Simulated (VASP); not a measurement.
Input of a VASP 6.6.1 run:

INCAR

```
SYSTEM = Si2Ni
ALGO = Normal
EDIFF = 1E-7
ENCUT = 520
GGA = PE
ISIF = 2
ISMEAR = 0
ISPIN = 2
LASPH = .True.
LCHARG = .True.
LELF = .True.
LMAXMIX = 4
LORBIT = 11
LREAL = .False.
LVHAR = .True.
LWAVE = .False.
MAGMOM = 0 0 0.625
NBANDS = 20
NELM = 150
NUPDOWN = 0.625
PREC = Accurate
SIGMA = 0.15
```

File KPOINTS:

```
k-points
0
Gamma
  14 14 14
  0 0 0
```

Contents of POSCAR:

```
Si2Ni
1.0
    0.0000000000      2.7765473069      2.7765473069
    2.7765473069      0.0000000000      2.7765473069
    2.7765473069      2.7765473069      0.0000000000
Si Ni
2 1
Direct
    0.2500000000      0.2500000000      0.2500000000
    0.7500000000      0.7500000000      0.7500000000
    0.0000000000      0.0000000000      0.0000000000
```

Potentials or basis: VASP PAW PBE potentials, release 64 (Si, Ni).

Launch:

```sh
$ cat potpaw_PBE.64/Si/POTCAR potpaw_PBE.64/Ni/POTCAR > POTCAR
$ mpirun -np 1 vasp_std > vasp.out
```

(1) Predict the pressure.

Results:

(1) -6.3 GPa.

Caveat: the total moment is fixed, so each spin has its own Fermi level.
